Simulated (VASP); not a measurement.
InSb, 2 atoms in the cell. It takes space group I-4m2 (No. 119, tetragonal). The conventional cell has a = 4.581 Å, b = 4.581 Å, c = 6.640 Å, α = 90.00°, β = 90.00°, γ = 90.00°. In (site symmetry -4m2) has 4 Sb at 2.83 Å within 3.7 Å. Within 3.7 Å of Sb (site symmetry -4m2) lie 4 In at 2.83 Å.  This cell differs from its parent crystal: strain +0.0250 x Voigt [1, 0, 0, 0, 0, 0].

```yaml
Program: VASP 6.6.1
Task: single point
Functional: PBE
Potentials_or_basis: VASP PAW PBE potentials, release 64 (In_d, Sb)
Cutoff: 520 eV
k_mesh: 12 × 12 × 12
Occupations: gaussian, width 0.15 eV
Spin: no spin polarisation
Dipole_correction: no
Further_INCAR_settings: ALGO = Normal; EDIFF = 1e-06; NBANDS = 16
```

Potentials or basis: VASP PAW PBE potentials, release 64 (In_d, Sb).

Run with:

```bash
$ cat potpaw_PBE.64/In_d/POTCAR potpaw_PBE.64/Sb/POTCAR > POTCAR
$ mpirun -np 1 vasp_std > vasp.out
```

Hardware: 1 thread of Intel(R) Xeon(R) 6975P-C (Granite Rapids) (shared host).

Q: How long does it take, and how much memory?

A: It took 62 s on 1 thread of Intel(R) Xeon(R) 6975P-C (Granite Rapids) (shared host), peak memory 0.34 GiB. Counts: scf iterations 13, k points 163.
